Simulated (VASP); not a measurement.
Runs of VASP 6.6.1 on Sc3Al. The structure is that of space group Pm-3m (No. 221), or close to it. The cells are those of the table. 

```tsv
cell	gap on the mesh (eV)	pressure (GPa)
a = 4.570 Å, 4 atoms	none	-5.1
a = 4.471 Å, 4 atoms	none	-1.7
a = 4.432 Å, 4 atoms	none	(a)
a = 4.514 Å, 4 atoms	none	-3.3
```

Alike in all rows: task single point; level r2SCAN; potentials or basis VASP PAW PBE potentials, release 64 (Sc_sv, Al); no spin polarisation; k mesh 10 × 10 × 10; cutoff (eV) 520; smearing gaussian 0.1 eV.

Problem. Fill in the values left out.

Solution. (a) 0.0.

Caveats: the PAW data sets were made with another functional, which shifts forces and pressure a little; the cell stands under tension (at least some runs).

A gap of «none» marks levels without a gap at the run's occupations.
